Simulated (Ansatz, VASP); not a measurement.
TaN: VASP beside Ansatz

POSCAR

```
TaN
1.0
    4.9396483338      0.0000000000      0.0000000000
   -2.4698241669      4.2778609428      0.0000000000
    0.0000000000      0.0000000000      2.8376002922
Ta N
3 3
Direct
    0.3333333333      0.6666666667      0.5000000000
    0.6666666667      0.3333333333      0.5000000000
    0.0000000000      0.0000000000      0.0000000000
    0.3924063645      0.0000000000      0.0000000000
    0.6075936355      0.6075936355      0.0000000000
    0.0000000000      0.3924063645      0.0000000000
```

The input INCAR.step1:

```
SYSTEM = TaN
PREC = Accurate
ENCUT = 660
ISMEAR = 0
SIGMA = 0.15
LREAL = .False.
LASPH = .True.
NELM = 120
NBANDS = 33
GGA = PE
ALGO = Normal
EDIFF = 1E-5
LWAVE = .True.
LCHARG = .False.
GGA_COMPAT = .False.
```

File INCAR.step2:

```
SYSTEM = TaN
PREC = Accurate
ENCUT = 660
EDIFF = 1E-6
ISMEAR = 0
SIGMA = 0.15
LREAL = .False.
LASPH = .True.
NELM = 120
ALGO = Normal
ISIF = 2
LWAVE = .False.
LCHARG = .False.
METAGGA = R2SCAN
LMIXTAU = .True.
NBANDS = 33
ISTART = 1
GGA_COMPAT = .False.
```

KPOINTS

```
regular mesh
0
Gamma
  12 12 16
  0 0 0
```

Input for Ansatz:

```yaml
crystal:
  lattice:
    - [4.9396483338, 0.0, 0.0]
    - [-2.4698241669, 4.2778609428, 0.0]
    - [0.0, 0.0, 2.8376002922]
  atoms:
    - { symbol: Ta, position: [0.3333333333, 0.6666666667, 0.5] }
    - { symbol: Ta, position: [0.6666666667, 0.3333333333, 0.5] }
    - { symbol: Ta, position: [0.0, 0.0, 0.0] }
    - { symbol: "N", position: [0.3924063645, 0.0, 0.0] }
    - { symbol: "N", position: [0.6075936355, 0.6075936355, 0.0] }
    - { symbol: "N", position: [0.0, 0.3924063645, 0.0] }
basis:
  ecutwfc: 500
kpoints:
  mp_grid: { grid: [12, 12, 16] }
hamiltonian:
  xc: r2scan
scf:
  occupations: { method: gaussian, width: 0.15 }
output:
  forces: true
  stress: true
  eigenvalues: true
```

Change from the starting cell: strain -0.050 along x and y, -0.025 along z, atoms carried along.

Alike in both runs: task single point; functional r2SCAN; k mesh 12 × 12 × 16; occupations gaussian, width 0.15 eV; no spin polarisation.

```csv
,VASP,Ansatz
version,VASP 6.6.1,Ansatz 0.2.0
potentials or method,"VASP PAW PBE potentials, release 64 (Ta_pv, N), cutoff 660 eV","scalar-relativistic, plane waves, PAW"
valence electrons in the cell,48,54
```

Ansatz gave:

- gap on the k mesh at the Fermi level (eV): none
- pressure (GPa): 55.4
- traceless stress, the component that is largest in VASP (GPa): -10.14
- rms of the force components (eV/Å): 0.368

Question: What did VASP give for the same quantities?

Answer: gap on the k mesh at the Fermi level (eV): none; pressure (GPa): 58.5; traceless stress, the component that is largest in VASP (GPa): -10.42; rms of the force components (eV/Å): 0.387.

VASP's potentials were made for PBE, not for r2SCAN. Atom by atom the forces differ by 0.019 eV/Å (rms over components). A gap of «none» marks a metal or a gap that the smearing closes. Both programs put the cell under a high pressure, so it lies far from rest at this level. VASP's potentials hold 48 valence electrons a cell and Ansatz's 54, so a difference there can come from the potentials and not from the codes.

Spin-orbit coupling is off throughout.
